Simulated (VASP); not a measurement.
**MoH6: single point with PBE**

The system is MoH6.

```xyz
7
Lattice="1.9007 1.0973 3.0993 -1.9007 1.0973 3.0993 0.0000 -2.1947 3.0993" Properties=species:S:1:pos:R:3 pbc="T T T"
H     0.0000    1.0973    3.0993
H    -0.9503   -0.5487    3.0993
H     0.9503   -0.5487    3.0993
H     0.0000   -1.0973    1.5496
H     0.9503    0.5487    1.5496
H    -0.9503    0.5487    1.5496
Mo    0.0000    0.0000    4.6489
```

* Program: VASP 6.6.1
* Task: single point
* Functional: PBE
* Potentials or basis: VASP PAW PBE potentials, release 64 (H, Mo_sv)
* Cutoff: 500 eV
* k mesh: 4 × 4 × 4
* Occupations: gaussian, width 0.15 eV
* Spin: no spin polarisation

| Item | Value |
| --- | --- |
| Pressure | -0.1 GPa |
| Band gap on the k mesh | zero (filled and empty bands touch) |

Stress tensor (GPa, compression positive):
```
-0.19  0.00  0.00
 0.00 -0.19  0.00
 0.00  0.00  0.01
```

Levels at points of the mesh, in eV from the Fermi level:
| k point | band 8 | band 9 | band 10 | band 11 | band 12 | band 13 |
| --- | --- | --- | --- | --- | --- | --- |
| (0.00, 0.00, 0.00) | -5.06 | -2.41 | -2.41 | 6.26 | 8.10 | 8.10 |
| (0.50, 0.00, 0.00) | -4.29 | -0.07 | -0.07 | 0.28 | 0.29 | 0.79 |
| (0.50, 0.50, 0.00) | -2.35 | -2.33 | -0.01 | -0.01 | 0.11 | 0.96 |
| (0.50, 0.50, 0.50) | -4.30 | -0.07 | -0.07 | 0.26 | 0.26 | 0.79 |

Wall time 29 s on 1 thread of AMD EPYC 7R43 64-Core Processor (Zen 3), with other jobs on the host, peak memory 0.11 GiB.

Caveat: the k points lie up to 0.51 Å⁻¹ apart.
